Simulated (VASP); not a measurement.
# KEu3 (Pm-3m) in VASP: notebook

The runs below take KEu3 through single point, with PBE.

All numbers are computed with VASP 6.6.1; they aren't measurements. Logs are shortened: lines on timing, memory, paths and dates and some standing lists are left out, and cuts for length are marked.

## Step 1: The cell of the first run

It takes space group Pm-3m (No. 221, cubic). Conventional cell: a = 5.885 Å, b = 5.885 Å, c = 5.885 Å, α = 90.00°, β = 90.00°, γ = 90.00°. Within 5.5 Å of K (site symmetry m-3m) lie 12 Eu at 4.16 Å. Within 5.5 Å of Eu (site symmetry 4/mmm) lie 4 K at 4.16 Å and 8 Eu at 4.16 Å.

## Step 2: Single point, PBE, collinear spin, ferromagnetic start

The input, INCAR:

```
  ALGO = Normal
  EDIFF = 1E-6
  ENCUT = 600
  GGA = PE
  GGA_COMPAT = False
  ISIF = 2
  ISMEAR = -1
  ISPIN = 2
  LASPH = True
  LCHARG = False
  LMAXMIX = 6
  LORBIT = 11
  LREAL = False
  LWAVE = False
  MAGMOM = 0 7 7 7
  NBANDS = 42
  NELM = 200
  PREC = Accurate
  SIGMA = 0.05
```

The input, KPOINTS:

```
k-points
0
Gamma
  3 3 3
```

The input, POSCAR:

```
KEu3
1.0
    5.8850400000      0.0000000000      0.0000000000
    0.0000000000      5.8850400000      0.0000000000
    0.0000000000      0.0000000000      5.8850400000
K Eu
1 3
Direct
    0.0000000000      0.0000000000      0.0000000000
    0.0000000000      0.5000000000      0.5000000000
    0.5000000000      0.0000000000      0.5000000000
    0.5000000000      0.5000000000      0.0000000000
```

Potentials or basis: VASP PAW PBE potentials, release 64 (K_sv, Eu).

Started as:

```sh
cat potpaw_PBE.64/K_sv/POTCAR potpaw_PBE.64/Eu/POTCAR > POTCAR
mpirun -np 1 vasp_std > vasp.out
```

OUTCAR:

```text
EDIFF = 1E-6
   ENCUT = 600
   GGA = PE
   ISIF = 2
   ISMEAR = -1
   ISPIN = 2
   LASPH = True
   LORBIT = 11
   LREAL = False
   NELM = 200
   PREC = Accurate

 ion  position               nearest neighbor table
   1  0.000  0.000  0.000-
   2  0.000  0.500  0.500-
   3  0.500  0.000  0.500-
   4  0.500  0.500  0.000-

  LATTYP: Found a simple cubic cell.
 ALAT       =     5.8850400000

  Lattice vectors:

 A1 = (   5.8850400000,   0.0000000000,   0.0000000000)
 A2 = (   0.0000000000,   5.8850400000,   0.0000000000)
 A3 = (   0.0000000000,   0.0000000000,   5.8850400000)

Analysis of symmetry for initial positions (statically):
=====================================================================
 Subroutine PRICEL returns:
 Original cell was already a primitive cell.

 Routine SETGRP: Setting up the symmetry group for a
 simple cubic supercell.

 Subroutine GETGRP returns: Found 48 space group operations
 (whereof 48 operations were pure point group operations)
 out of a pool of 48 trial point group operations.

The static configuration has the point symmetry O_h .

Analysis of symmetry for dynamics (positions and initial velocities):
=====================================================================
 Subroutine PRICEL returns:
 Original cell was already a primitive cell.

 Routine SETGRP: Setting up the symmetry group for a
 simple cubic supercell.

 Subroutine GETGRP returns: Found 48 space group operations
 (whereof 48 operations were pure point group operations)
 out of a pool of 48 trial point group operations.

The dynamic configuration has the point symmetry O_h .

Analysis of structural, dynamic, and magnetic symmetry:
=====================================================================
 Subroutine PRICEL returns:
 Original cell was already a primitive cell.

 Routine SETGRP: Setting up the symmetry group for a
 simple cubic supercell.

 Subroutine GETGRP returns: Found 48 space group operations
 (whereof 48 operations were pure point group operations)
 out of a pool of 48 trial point group operations.

The overall configuration has the point symmetry O_h .

 Subroutine INISYM returns: Found 48 space group operations
 (whereof 48 operations are pure point group operations),
 and found     1 'primitive' translations

----------------------------------------------------------------------------------------

                                     Primitive cell

  volume of cell :     203.8207

  direct lattice vectors                    reciprocal lattice vectors
     5.885040000  0.000000000  0.000000000     0.169922379  0.000000000  0.000000000
     0.000000000  5.885040000  0.000000000     0.000000000  0.169922379  0.000000000
     0.000000000  0.000000000  5.885040000     0.000000000  0.000000000  0.169922379

  length of vectors
     5.885040000  5.885040000  5.885040000     0.169922379  0.169922379  0.169922379

  position of ions in fractional coordinates (direct lattice)
     0.000000000  0.000000000  0.000000000
     0.000000000  0.500000000  0.500000000
     0.500000000  0.000000000  0.500000000
     0.500000000  0.500000000  0.000000000

  ion indices of the primitive-cell ions
   primitive index   ion index
                 1           1
                 2           2
                 3           3
                 4           4

----------------------------------------------------------------------------------------

 KPOINTS: k-points

Automatic generation of k-mesh.
 Grid dimensions read from file:
 generate k-points for:    3    3    3

 Generating k-lattice:

  Cartesian coordinates                     Fractional coordinates (reciprocal lattice)
     0.056640793  0.000000000  0.000000000     0.333333333  0.000000000  0.000000000
     0.000000000  0.056640793  0.000000000     0.000000000  0.333333333  0.000000000
     0.000000000  0.000000000  0.056640793     0.000000000  0.000000000  0.333333333

  Length of vectors
     0.056640793  0.056640793  0.056640793

  Shift w.r.t. Gamma in fractional coordinates (k-lattice)
     0.000000000  0.000000000  0.000000000

 Subroutine IBZKPT returns following result:
 ===========================================

 Found      4 irreducible k-points:

 Following reciprocal coordinates:
            Coordinates               Weight
  0.000000  0.000000  0.000000      1.000000
  0.333333  0.000000  0.000000      6.000000
  0.333333  0.333333  0.000000     12.000000
  0.333333  0.333333  0.333333      8.000000
   k-points           NKPTS =      4   k-points in BZ     NKDIM =      4   number of bands    NBANDS=     42
   number of dos      NEDOS =    301   number of ions     NIONS =      4
   total plane-waves  NPLWV = 110592
   dimension x,y,z NGX =    48 NGY =   48 NGZ =   48
   dimension x,y,z NGXF=    96 NGYF=   96 NGZF=   96
   ions per type =               1   3
   NGX,Y,Z   is equivalent  to a cutoff of  13.56, 13.56, 13.56 a.u.
   NGXF,Y,Z  is equivalent  to a cutoff of  27.12, 27.12, 27.12 a.u.
 SYSTEM =  unknown system
   PREC   = accura    normal or accurate (medium, high low for compatibility)
   ISTART =      0    job   : 0-new  1-cont  2-samecut
   ICHARG =      2    charge: 1-file 2-atom 10-const
   ISPIN  =      2    spin polarized calculation?
   LNONCOLLINEAR =      F non collinear calculations
   LSORBIT =      F    spin-orbit coupling
   LASPH  =      T    aspherical Exc in radial PAW
   ENCUT  =  600.0 eV  44.10 Ry    6.64 a.u.  11.75 11.75 11.75*2*pi/ulx,y,z
   NELM   =    200;   NELMIN=  2; NELMDL= -5     # of ELM steps
   EDIFF  = 0.1E-05   stopping-criterion for ELM
   LREAL  =      F    real-space projection
   EDIFFG = 0.1E-04   stopping-criterion for IOM
   NSW    =      0    number of steps for IOM
   IBRION =     -1    ionic relax: 0-MD 1-quasi-New 2-CG
   NFREE  =      0    steps in history (QN), initial steepest desc. (CG)
   ISIF   =      2    stress and relaxation
   ISYM   =      2    0-nonsym 1-usesym 2-fastsym
   POTIM  = 0.5000    time-step for ionic-motion
   TEBEG  =    0.0;   TEEND  =   0.0 temperature during run
   PSTRESS=    0.0 pullay stress
   NELECT =      60.0000    total number of electrons
   NUPDOWN=      -1.0000    fix difference up-down
   EMIN   =  10.00;   EMAX   =-10.00  energy-range for DOS
   EFERMI =   0.00;   METHOD = LEGACY
   ISMEAR =    -1;   SIGMA  =   0.05  broadening in eV -4-tet -1-fermi 0-gaus
   EFERMI_NEDOS =   21; number of points for ismear=-14 and -15
   IALGO  =     38    algorithm
   IMIX   =      4    mixing-type and parameters
     AMIX     =   0.40;   BMIX     =  1.00
     AMIX_MAG =   1.60;   BMIX_MAG =  1.00
  volume/ion in A,a.u.               =      50.96       343.86
  Fermi-wavevector in a.u.,A,eV,Ry     =   1.089037  2.057981 16.136521  1.186001
  Thomas-Fermi vector in A             =   2.225231
   LORBIT       =     11    0 simple, 1 ext, 2 COOP (PROOUT), +10 PAW based schemes
   GGA     = PE    functional components
   LHFCALC =     F    Hartree Fock is set to
   AEXX    =    0.0000 exact exchange contribution
   IVDW    =     0    specifies the selected vdW correction
   LEPSILON=     F    determine dielectric tensor
   LRPA    =     F    only Hartree local field effects (RPA)
 spin polarized calculation
  energy-cutoff  :      600.00
  volume of cell :      203.82
 maximum number of plane-waves:      6859
 NGX is ok and might be reduce to    48
   NGX = 23   NGY = 23   NGZ = 23

 number of electron      59.9999999 magnetization      21.7820505

 Free energy of the ion-electron system (eV)
  ---------------------------------------------------
  ext. energy  EPLUGINS =         0.00000000
  ---------------------------------------------------
  free energy    TOTEN  =       -34.55271844 eV

  energy without entropy =      -34.51772497  energy(sigma->0) =      -34.53522170

 E-fermi :   1.1861     XC(G=0):  -7.7413

 val. band max:        1.1717409868   @ k =   0.3333   0.0000   0.0000
 cond. band min:       1.2280714306   @ k =   0.0000   0.0000   0.0000
 fundamental gap:      0.0563304438
 Fermi energy:         1.1861474251

 spin component 1

 k-point     1 :       0.0000    0.0000    0.0000
  band No.  band energies     occupation
      1     -40.6577      1.00000
      2     -40.6447      1.00000
      3     -40.6447      1.00000
      4     -29.7990      1.00000
      5     -19.5298      1.00000
      6     -19.5298      1.00000
[... 34 lines left out ...]
     41       0.8323      0.99916
     42       1.2281      0.30185
[... 93 lines left out ...]
      1     -40.6512      1.00000
      2     -40.6479      1.00000
      3     -40.6479      1.00000
      4     -29.7989      1.00000
      5     -19.5424      1.00000
      6     -19.5093      1.00000
[... 34 lines left out ...]
     41       0.8485      0.99883
     42       1.2761      0.14191
 Fermi energy:         1.1861474251

 spin component 2

 k-point     1 :       0.0000    0.0000    0.0000
  band No.  band energies     occupation
      1     -37.5042      1.00000
      2     -37.4865      1.00000
      3     -37.4865      1.00000
      4     -29.7896      1.00000
      5     -17.2634      1.00000
      6     -17.2634      1.00000
[... 34 lines left out ...]
     41       5.6493      0.00000
     42       5.6623      0.00000
[... 94 lines left out ...]
      2     -37.4909      1.00000
      3     -37.4909      1.00000
      4     -29.7895      1.00000
      5     -17.2826      1.00000
      6     -17.2345      1.00000
[... 34 lines left out ...]
     41       5.5616      0.00000
     42       5.5828      0.00000

------------------------ aborting loop because EDIFF is reached ----------------------------------------

  FORCE on cell =-STRESS in cart. coord.  units (eV):
  Direction    XX          YY          ZZ          XY          YZ          ZX
  --------------------------------------------------------------------------------------
  -------------------------------------------------------------------------------------
  Total       -0.1588979     -0.1588979     -0.1588979      0.0000000     -0.0000000      0.0000000
  in kB       -1.2490515     -1.2490515     -1.2490515      0.0000000     -0.0000000      0.0000000
  external PRESSURE =      -1.2490515 kB  Pullay stress =       0.0000000 kB

 VOLUME and BASIS-vectors are now :
 -----------------------------------------------------------------------------
  energy-cutoff  :      600.00
  volume of cell :      203.82
      direct lattice vectors                 reciprocal lattice vectors
     5.885040000  0.000000000  0.000000000     0.169922379  0.000000000  0.000000000
     0.000000000  5.885040000  0.000000000     0.000000000  0.169922379  0.000000000
     0.000000000  0.000000000  5.885040000     0.000000000  0.000000000  0.169922379

 POSITION                                       TOTAL-FORCE (eV/Angst)
 -----------------------------------------------------------------------------------
      0.00000      0.00000      0.00000         0.000000      0.000000      0.000000
      0.00000      2.94252      2.94252         0.000000      0.000000      0.000000
      2.94252      0.00000      2.94252         0.000000      0.000000      0.000000
      2.94252      2.94252      0.00000         0.000000      0.000000      0.000000
 -----------------------------------------------------------------------------------
    total drift:                                0.000000      0.000000     -0.000000

  FREE ENERGIE OF THE ION-ELECTRON SYSTEM (eV)
  ---------------------------------------------------
  free  energy   TOTEN  =       -34.5527184357 eV

  energy  without entropy=      -34.5177249687  energy(sigma->0) =      -34.53522170

 total charge

# of ion       s       p       d       f       tot
--------------------------------------------------
    1        1.994   5.552   0.024   0.000   7.570
    2        2.085   5.725   0.190   6.724  14.724
    3        2.085   5.725   0.190   6.724  14.724
    4        2.085   5.725   0.190   6.724  14.724
--------------------------------------------------
tot          8.251  22.726   0.594  20.172  51.742

 magnetization (x)

# of ion       s       p       d       f       tot
--------------------------------------------------
    1       -0.001   0.006   0.004   0.000   0.009
    2       -0.003  -0.105   0.088   6.723   6.703
    3       -0.003  -0.105   0.088   6.723   6.703
    4       -0.003  -0.105   0.088   6.723   6.703
--------------------------------------------------
tot         -0.010  -0.309   0.267  20.168  20.117
```

Run time: 4.1 min. Hardware: 1 thread of Intel Xeon 6975P-C (Granite Rapids), shared host; peak memory 0.43 GiB.

Results:

* Free energy: -34.5527 eV
* Pressure: -0.1 GPa
* Net moment: 21.78 μB per cell
* Site moments: K +0.01; Eu +6.70 μB
* Valence electrons inside the program's atomic spheres: K 7.57; Eu 14.72

Caveat: spin-orbit coupling is left out, which moves the levels of the heavy elements; without U or exact exchange the open f shell lies at the Fermi level, which spoils levels, moments and volumes. The state reached can hang on the start; a lower one may exist.

## Step 3: Single point, PBE, collinear spin, ferromagnetic start

The input, INCAR:

```
SYSTEM = KEu3
PREC = Accurate
ENCUT = 600
EDIFF = 1E-6
ISMEAR = -1
SIGMA = 0.05
LREAL = .False.
LASPH = .True.
NELM = 200
ALGO = Normal
ISIF = 2
LWAVE = .False.
LCHARG = .False.
ISPIN = 2
MAGMOM = 0 7 7 7
LORBIT = 11
LMAXMIX = 6
GGA = PE
NBANDS = 42
GGA_COMPAT = .False.
```

The input, KPOINTS:

```
Automatic mesh
0
Gamma
  3 3 3
  0 0 0
```

POSCAR is that of step 2.

Potentials or basis: VASP PAW PBE potentials, release 64 (K_sv, Eu).

Started as:

```sh
cat potpaw_PBE.64/K_sv/POTCAR potpaw_PBE.64/Eu/POTCAR > POTCAR
mpirun -np 1 vasp_std > vasp.out
```

Wall time 4.2 min (1 thread of Intel Xeon 6975P-C (Granite Rapids), shared host); peak memory 0.42 GiB.

It converged, with:

| Item | Value |
| --- | --- |
| Free energy | -34.5527 eV |
| Pressure | -0.1 GPa |
| Net moment | 21.78 μB per cell |
| Site moments | K +0.01; Eu +6.70 μB |
| Valence electrons inside the program's atomic spheres | K 7.57; Eu 14.72 |

Levels at points of the mesh, in eV from the Fermi level:
Spin up:
```csv
k point,band 37,band 38,band 39,band 40,band 41,band 42
"(0.00, 0.00, 0.00)",-0.36,-0.36,-0.36,-0.35,-0.35,0.04
```
Spin down:
| k point | band 15 | band 16 | band 17 | band 18 | band 19 | band 20 | band 21 | band 22 | band 23 | band 24 |
| --- | --- | --- | --- | --- | --- | --- | --- | --- | --- | --- |
| (0.00, 0.00, 0.00) | -14.50 | -14.50 | -3.22 | -0.35 | -0.11 | -0.11 | 0.70 | 0.70 | 0.70 | 1.97 |

Caveat: spin-orbit coupling is left out, which moves the levels of the heavy elements; without U or exact exchange the open f shell lies at the Fermi level, which spoils levels, moments and volumes. The state reached can hang on the start; a lower one may exist.
